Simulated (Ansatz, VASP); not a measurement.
**One calculation of Hf, two programs**

```
Hf
1.0
     1.60161   -2.77408    0.00000
     1.60161    2.77408    0.00000
     0.00000    0.00000    5.07296
Hf
2
Direct
  0.66667 0.33333 0.25000
  0.33333 0.66667 0.75000
```

Alike in both runs: task single point; functional PBE; k mesh 12 × 12 × 7; occupations fermi-dirac, width 0.1 eV; no spin polarisation.

|  | VASP | Ansatz |
| --- | --- | --- |
| version | VASP 6.6.1 | Ansatz 0.2.0 |
| potentials or method | VASP PAW PBE potentials, release 64 (Hf_pv), cutoff 520 eV | all-electron LAPW, scalar-relativistic |

Ansatz gave:

| Property | Result |
| --- | --- |
| pressure (GPa) | 0.1 |
| traceless stress, the component that is largest in VASP (GPa) | -0.01 |

**Question.** Estimate VASP's values.

**Answer.** Pressure (GPa): -0.4; traceless stress, the component that is largest in VASP (GPa): -0.08.

Ansatz ran all-electron here, and VASP with PAW potentials.

Neither program's run includes spin-orbit coupling.
